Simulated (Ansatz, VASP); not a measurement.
# SnSe2 in VASP and in Ansatz

File INCAR:

```
SYSTEM = SnSe2
PREC = Accurate ; ENCUT = 520
EDIFF = 1E-6 ; ISMEAR = 0
SIGMA = 0.05 ; LREAL = .False.
LASPH = .True. ; NELM = 80
ALGO = Normal ; ISIF = 2
LWAVE = .False. ; LCHARG = .False.
GGA = PE ; NBANDS = 20
```

KPOINTS

```
regular mesh
0
Gamma
  12 12 6
  0 0 0
```

POSCAR

```
SnSe2
1.0
    3.8109987816      0.0000000000      0.0000000000
   -1.9054993908      3.3004217586      0.0000000000
    0.0000000000      0.0000000000      6.1370000000
Sn Se
1 2
Direct
    0.0000000000      0.0000000000      0.0000000000
    0.2546138120      0.6666666667      0.2011161805
    0.6666666667      0.3333333333      0.7500000000
```

Input for Ansatz:

```yaml
crystal:
  lattice:
    - [3.8109987816, 0.0, 0.0]
    - [-1.9054993908, 3.3004217586, 0.0]
    - [0.0, 0.0, 6.137]
  atoms:
    - { symbol: Sn, position: [0.0, 0.0, 0.0] }
    - { symbol: Se, position: [0.254613812, 0.6666666667, 0.2011161805] }
    - { symbol: Se, position: [0.6666666667, 0.3333333333, 0.75] }
basis:
  ecutwfc: 420
kpoints:
  mp_grid: { grid: [12, 12, 6] }
hamiltonian:
  xc: pbe
scf:
  occupations: { method: gaussian, width: 0.05 }
output:
  forces: true
  stress: true
  eigenvalues: true
```

Alike in both runs: task single point; functional PBE; k mesh 12 × 12 × 6; occupations gaussian, width 0.05 eV; no spin polarisation.

```csv
,VASP,Ansatz
version,VASP 6.6.1,Ansatz 0.2.0
potentials or method,"VASP PAW PBE potentials, release 64 (Sn_d, Se), cutoff 520 eV","scalar-relativistic, plane waves, PAW"
valence electrons in the cell,26,46
```

```tsv
	VASP	Ansatz	Ansatz less VASP
gap on the k mesh at the Fermi level (eV)	0.53	0.54	+0.007
least direct gap on the mesh (eV)	0.86	0.87	+0.010
pressure (GPa)	15.1	15.0	-0.10
traceless stress, the component that is largest in VASP (GPa)	7.94	7.96	+0.020
rms of the force components (eV/Å)	2.432	2.430	-0.0020
```

Atom by atom the forces differ by 0.008 eV/Å (rms over components). VASP's potentials hold 26 valence electrons a cell and Ansatz's 46, so a difference there can come from the potentials and not from the codes.
